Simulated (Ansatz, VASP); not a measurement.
**C in VASP and in Ansatz**

The input INCAR:

```
PREC = Accurate
ENCUT = 600
EDIFF = 1E-6
ISMEAR = 0
SIGMA = 0.1
LREAL = F
LASPH = T
NELM = 60
ALGO = Fast
ISIF = 3
LWAVE = F
LCHARG = F
GGA = PE
IBRION = 2
NSW = 100
EDIFFG = -0.01
```

KPOINTS

```
regular mesh
0
Gamma
  14 10 8
```

File POSCAR:

```
C
1.0
    2.5692036545      0.0000000000      0.0000000000
    0.8605875209      3.7251453195      0.0000000000
    0.3496596887      1.5501859856      5.2256645416
C
6
Direct
    0.2891017699      0.7858511757      0.2185054635
    0.6259038468      0.3610809717      0.6910451725
    0.1884870908      0.1564080617      0.1026329324
    0.6195186023      0.4720692797      0.4081695141
    0.1632393642      0.4227234740      0.2603549925
    0.1137493262      0.3018670373      0.8192919250
```

Input for Ansatz:

```yaml
crystal:
  lattice:
    - [2.5692036545, 0.0, 0.0]
    - [0.8605875209, 3.7251453195, 0.0]
    - [0.3496596887, 1.5501859856, 5.2256645416]
  atoms:
    - { symbol: C, position: [0.2891017699, 0.7858511757, 0.2185054635] }
    - { symbol: C, position: [0.6259038468, 0.3610809717, 0.6910451725] }
    - { symbol: C, position: [0.1884870908, 0.1564080617, 0.1026329324] }
    - { symbol: C, position: [0.6195186023, 0.4720692797, 0.4081695141] }
    - { symbol: C, position: [0.1632393642, 0.422723474, 0.2603549925] }
    - { symbol: C, position: [0.1137493262, 0.3018670373, 0.819291925] }
basis:
  ecutwfc: 420
kpoints:
  mp_grid: { grid: [14, 10, 8] }
hamiltonian:
  xc: pbe
scf:
  occupations: { method: gaussian, width: 0.1 }
output:
  forces: true
  stress: true
  eigenvalues: true
relax:
  adjacent_minimum: "off"
  f_tol: 0.01
  max_steps: 80
  cell: { stress_tol: 0.05 }
```

Change from the starting cell: the structure that the rattled cell fell into.

Alike in both runs: task relaxation of cell and atoms; functional PBE; k mesh 14 × 10 × 8; occupations gaussian, width 0.1 eV; no spin polarisation.

```csv
,VASP,Ansatz
version,VASP 6.6.1,Ansatz 0.2.0
potentials or method,"VASP PAW PBE potentials, release 64 (C), cutoff 600 eV","scalar-relativistic, plane waves, PAW"
valence electrons in the cell,24,24
```

|  | VASP | Ansatz | Ansatz less VASP |
| --- | --- | --- | --- |
| gap on the k mesh at the Fermi level, each at its own relaxed structure (eV) | none | none | - |
| relaxed volume (Å³/atom) | 8.33 | 8.34 | +0.003 |
| relaxed length of the cell vector where the two differ most in proportion (Å) | 5.461 | 5.459 | -0.0020 |

A gap of «none» marks a metal or a gap that the smearing closes.
